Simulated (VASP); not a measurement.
# MgB2 (base) (P6/mmm) in VASP: vibrations by perturbation theory with PBE

Aim: the vibrations by perturbation theory of MgB2 (base) with PBE.

Program: VASP 6.6.1. These are calculated values, not measurements. Logs are shortened: lines on timing, memory, paths and dates and some standing lists are left out, and cuts for length are marked.

## (1) The cell of the first run

Symmetry: P6/mmm, No. 191, hexagonal system. The conventional cell has a = 3.075 Å, b = 3.075 Å, c = 3.526 Å, α = 90.00°, β = 90.00°, γ = 120.00°. Mg (site symmetry 6/mmm) has 12 B at 2.50 Å and 6 Mg at 3.08 Å within 3.3 Å. B (site symmetry -6m2) has 3 B at 1.78 Å within 2.4 Å.

## (2) Vibrations by perturbation theory, PBE

INCAR reads:

```
SYSTEM = MgB2
  PREC = Accurate
  ENCUT = 520
  EDIFF = 1E-8
  ISMEAR = -1
  SIGMA = 0.15
  LREAL = .False.
  LASPH = .True.
  NELM = 80
  ALGO = Normal
  ISIF = 2
  LWAVE = .False.
  LCHARG = .True.
  GGA = PE
  IBRION = 8
  NSW = 1
```

KPOINTS reads:

```
regular mesh
0
Gamma
  15 15 12
  0 0 0
```

POSCAR reads:

```
MgB2
1.0
    3.0754729958      0.0000000000      0.0000000000
   -1.5377364979      2.6634377430      0.0000000000
    0.0000000000      0.0000000000      3.5258527703
Mg B
1 2
Direct
    0.0000000000      0.0000000000      0.0000000000
    0.3333333333      0.6666666667      0.5000000000
    0.6666666667      0.3333333333      0.5000000000
```

Potentials or basis: VASP PAW PBE potentials, release 64 (Mg, B).

Launch:

```bash
> cat potpaw_PBE.64/Mg/POTCAR potpaw_PBE.64/B/POTCAR > POTCAR
> mpirun -np 1 vasp_std > vasp.out
```

OUTCAR:

```text
SYSTEM = MgB2
   PREC = Accurate
   ENCUT = 520
   EDIFF = 1E-8
   ISMEAR = -1
   LREAL = .False.
   LASPH = .True.
   NELM = 80
   ISIF = 2
   GGA = PE
   IBRION = 8
   NSW = 1

 ion  position               nearest neighbor table
   1  0.000  0.000  0.000-   2 2.50   3 2.50   2 2.50   3 2.50   2 2.50   2 2.50   3 2.50   3 2.50
                             3 2.50   3 2.50   2 2.50   2 2.50
   2  0.333  0.667  0.500-   3 1.78   3 1.78   3 1.78   1 2.50   1 2.50   1 2.50   1 2.50   1 2.50
                             1 2.50
   3  0.667  0.333  0.500-   2 1.78   2 1.78   2 1.78   1 2.50   1 2.50   1 2.50   1 2.50   1 2.50
                             1 2.50

  LATTYP: Found a hexagonal cell.
 ALAT       =     3.0754729958
 C/A-ratio  =     1.1464424416

  Lattice vectors:

 A1 = (   3.0754729958,   0.0000000000,   0.0000000000)
 A2 = (  -1.5377364979,   2.6634377430,   0.0000000000)
 A3 = (   0.0000000000,   0.0000000000,   3.5258527703)

Analysis of symmetry for initial positions (statically):
=====================================================================
 Subroutine PRICEL returns:
 Original cell was already a primitive cell.

 Routine SETGRP: Setting up the symmetry group for a
 hexagonal supercell.

 Subroutine GETGRP returns: Found 24 space group operations
 (whereof 24 operations were pure point group operations)
 out of a pool of 24 trial point group operations.

The static configuration has the point symmetry D_6h.

Analysis of symmetry for dynamics (positions and initial velocities):
=====================================================================
 Subroutine PRICEL returns:
 Original cell was already a primitive cell.

 Routine SETGRP: Setting up the symmetry group for a
 hexagonal supercell.

 Subroutine GETGRP returns: Found 24 space group operations
 (whereof 24 operations were pure point group operations)
 out of a pool of 24 trial point group operations.

The dynamic configuration has the point symmetry D_6h.

 Subroutine INISYM returns: Found 24 space group operations
 (whereof 24 operations are pure point group operations),
 and found     1 'primitive' translations

----------------------------------------------------------------------------------------

                                     Primitive cell

  volume of cell :      28.8814

  direct lattice vectors                    reciprocal lattice vectors
     3.075472996  0.000000000  0.000000000     0.325153237  0.187727309  0.000000000
    -1.537736498  2.663437743  0.000000000     0.000000000  0.375454618  0.000000000
     0.000000000  0.000000000  3.525852770     0.000000000  0.000000000  0.283619330

  length of vectors
     3.075472996  3.075472996  3.525852770     0.375454618  0.375454618  0.283619330

  position of ions in fractional coordinates (direct lattice)
     0.000000000  0.000000000  0.000000000
     0.333333333  0.666666667  0.500000000
     0.666666667  0.333333333  0.500000000

  ion indices of the primitive-cell ions
   primitive index   ion index
                 1           1
                 2           2
                 3           3

----------------------------------------------------------------------------------------

 KPOINTS: regular mesh

Automatic generation of k-mesh.
 Grid dimensions read from file:
 generate k-points for:   15   15   12

 Generating k-lattice:
[... 103 lines left out ...]

 Free energy of the ion-electron system (eV)
  ---------------------------------------------------
  ext. energy  EPLUGINS =         0.00000000
  ---------------------------------------------------
  free energy    TOTEN  =       -15.34915449 eV

  energy without entropy =      -15.29930977  energy(sigma->0) =      -15.32423213

 E-fermi :   5.2915     XC(G=0): -10.9312

 val. band max:        5.2850122957   @ k =   0.1333   0.0000   0.3333
 cond. band min:       5.3002159386   @ k =   0.0667   0.0000   0.0833
 fundamental gap:      0.0152036429
 Fermi energy:         5.2914992419

 k-point     1 :       0.0000    0.0000    0.0000
  band No.  band energies     occupation
      1      -7.1509      2.00000
      2       2.3152      2.00000
      3       5.6782      0.14115
      4       5.6782      0.14115
      5       6.9072      0.00004
      6      11.6591      0.00000
      7      11.6591      0.00000
      8      13.4953      0.00000
[... 243 lines left out ...]
 k-point    24 :       0.4000    0.2000    0.0000
  band No.  band energies     occupation
      1      -2.7859      2.00000
      2      -2.1027      2.00000
      3       0.8806      2.00000
      4       6.0662      0.01136
      5       8.0224      0.00000
      6      10.9206      0.00000
      7      11.2532      0.00000
      8      13.3967      0.00000

 [... further k-points ...]

------------------------ aborting loop because EDIFF is reached ----------------------------------------

  FORCE on cell =-STRESS in cart. coord.  units (eV):
  Direction    XX          YY          ZZ          XY          YZ          ZX
  --------------------------------------------------------------------------------------
  -------------------------------------------------------------------------------------
  Total       -0.0339568     -0.0339568     -0.0687979      0.0000000      0.0000000      0.0000000
  in kB       -1.8837325     -1.8837325     -3.8165136      0.0000000      0.0000000      0.0000000
  external PRESSURE =      -2.5279929 kB  Pullay stress =       0.0000000 kB

 VOLUME and BASIS-vectors are now :
 -----------------------------------------------------------------------------
  energy-cutoff  :      520.00
  volume of cell :       28.88
      direct lattice vectors                 reciprocal lattice vectors
     3.075472996  0.000000000  0.000000000     0.325153237  0.187727309  0.000000000
    -1.537736498  2.663437743  0.000000000     0.000000000  0.375454618  0.000000000
     0.000000000  0.000000000  3.525852770     0.000000000  0.000000000  0.283619330

 POSITION                                       TOTAL-FORCE (eV/Angst)
 -----------------------------------------------------------------------------------
      0.00000      0.00000      0.00000         0.000000      0.000000      0.000000
     -0.00000      1.77563      1.76293         0.000000      0.000000      0.000000
      1.53774      0.88781      1.76293        -0.000000      0.000000     -0.000000
 -----------------------------------------------------------------------------------
    total drift:                                0.000000     -0.000000      0.000000

  FREE ENERGIE OF THE ION-ELECTRON SYSTEM (eV)
  ---------------------------------------------------
  free  energy   TOTEN  =       -15.3491544911 eV

  energy  without entropy=      -15.2993097709  energy(sigma->0) =      -15.32423213

[... ionic steps 2 to 3 ...]

--------------------------------------- Ionic step        4  -------------------------------------------

------------------------ aborting loop because EDIFF is reached ----------------------------------------
[... 11 lines left out ...]
[... ionic steps 8 to 8 ...]

--------------------------------------- Ionic step        9  -------------------------------------------

 Free energy of the ion-electron system (eV)
  ---------------------------------------------------
  ---------------------------------------------------
  free energy    TOTEN  =        -0.04193236 eV

  energy without entropy =       -0.04193236

------------------------ aborting loop because EDIFF is reached ----------------------------------------

 INTERNAL STRAIN TENSOR  FOR ION    2  DIRECTION 3   (eV/Angst):
 -----------------------------------------------------------------------------
     0.00376  0.00000  0.00000
    -0.00000  0.00376  0.00000
     0.00000  0.00000 -0.01085

 INTERNAL STRAIN TENSOR FOR ION    3 for displacements in x,y,z  (eV/Angst):
          X           Y           Z          XY          YZ          ZX
  --------------------------------------------------------------------------------
  x     0.00000     0.00000     0.00000     2.99007     0.00000     0.00000
  y     2.99007    -2.99007     0.00000     0.00000     0.00000     0.00000
  z     0.00000     0.00000     0.00000    -0.00000     0.00000     0.00000

 SECOND DERIVATIVES (NOT SYMMETRIZED)
 ------------------------------------
               1X          1Y          1Z          2X          2Y          2Z          3X          3Y          3Z
  1X    -4.623249    0.000000    0.000000    2.311624    0.000000    0.000000    2.311624    0.000000    0.000000
  1Y     0.000000   -4.623249    0.000000    0.000000    2.311624    0.000000    0.000000    2.311624    0.000000
  1Z     0.000000    0.000000   -6.670818   -0.000000    0.000000    3.335409   -0.000000    0.000000    3.335409
  2X     2.319116   -0.000000    0.000000   -7.984817    0.000000    0.000000    5.665702    0.000000    0.000000
  2Y    -0.000000    2.319116    0.000000    0.000000   -7.984817    0.000000    0.000000    5.665702    0.000000
  2Z     0.000000    0.000000    3.335158    0.000000   -0.000000  -10.996424    0.000000    0.000000    7.661266
  3X     2.319116   -0.000000    0.000000    5.665702    0.000000    0.000000   -7.984817    0.000000    0.000000
  3Y    -0.000000    2.319116    0.000000    0.000000    5.665702    0.000000    0.000000   -7.984817    0.000000
  3Z     0.000000    0.000000    3.335158    0.000000    0.000000    7.661266    0.000000   -0.000000  -10.996424

 Eigenvectors and eigenvalues of the dynamical matrix
 ----------------------------------------------------

   1 f  =   20.537460 THz   129.040664 2PiTHz  685.055912 cm-1    84.936070 meV
             X         Y         Z           dx          dy          dz
      0.000000  0.000000  0.000000     0.000000   -0.000000   -0.000000
     -0.000000  1.775625  1.762926     0.000000   -0.000000   -0.707107
      1.537736  0.887813  1.762926    -0.000000    0.000000    0.707107
[... 43 lines left out ...]
   9 f/i=    0.008030 THz     0.050455 2PiTHz    0.267860 cm-1     0.033210 meV
             X         Y         Z           dx          dy          dz
      0.000000  0.000000  0.000000    -0.079244    0.723696    0.000000
     -0.000000  1.775625  1.762926    -0.052766    0.481880    0.000000
      1.537736  0.887813  1.762926    -0.052766    0.481880    0.000000

--------------------------------------------------------------------------------------------------------

 ELASTIC MODULI CONTR FROM IONIC RELAXATION (kBar)
 Direction    XX          YY          ZZ          XY          YZ          ZX
 --------------------------------------------------------------------------------
 XX         -72.6667     72.6667      0.0000      0.0000      0.0000      0.0000
 YY          72.6667    -72.6667      0.0000     -0.0000      0.0000      0.0000
 ZZ           0.0000      0.0000      0.0000      0.0000      0.0000      0.0000
 XY           0.0000     -0.0000      0.0000    -72.6667      0.0000      0.0000
 YZ           0.0000      0.0000      0.0000      0.0000      0.0000      0.0000
 ZX           0.0000      0.0000      0.0000      0.0000      0.0000      0.0000
 --------------------------------------------------------------------------------
```

Wall time 4.2 min (1 thread of AMD EPYC 9R45 (Zen 5), shared host); peak memory 0.58 GiB.

Results:

* Highest phonon frequency at Γ, LO-TO splitting left out: 685 cm⁻¹

Phonon frequencies in cm⁻¹ (negative: imaginary):
| q point | frequencies |
| --- | --- |
| (0.000, 0.000, 0.000) | 0 0 0 332 332 398 586 586 685 |
